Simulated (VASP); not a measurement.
A run of VASP 6.6.1:

INCAR

```
SYSTEM = V
  ALGO = Normal
  EDIFF = 1E-7
  ENCUT = 520
  GGA = PE
  ISIF = 2
  ISMEAR = -1
  ISPIN = 2
  LASPH = .TRUE.
  LCHARG = .FALSE.
  LMAXMIX = 4
  LORBIT = 11
  LREAL = .FALSE.
  LWAVE = .FALSE.
  MAGMOM = 2
  NBANDS = 16
  NELM = 150
  PREC = Accurate
  SIGMA = 0.05
```

KPOINTS

```
k-points
0
G
  11 12 13
  0 0 0
```

File POSCAR:

```
V
1.0
   -1.3777151500      1.6411906100      1.6479345300
    1.5049757200     -1.4912590400      1.6252635300
    1.2725458600      1.3860897500     -1.4980029600
V
1
Direct
    0.0000000000      0.0000000000      0.0000000000
```

Potentials or basis: VASP PAW PBE potentials, release 64 (V_sv).

Run with:

```bash
$ cat potpaw_PBE.64/V_sv/POTCAR > POTCAR
$ mpirun -np 1 vasp_std > vasp.out
```

Hardware: 1 thread of Intel(R) Xeon(R) 6975P-C (Granite Rapids), on a shared host.

Problem. How long does it take, and how much memory?

Solution. It took 2.6 min on 1 thread of Intel(R) Xeon(R) 6975P-C (Granite Rapids), with other jobs on the host, peak memory 0.35 GiB. Counts: scf iterations 15, k points 859.
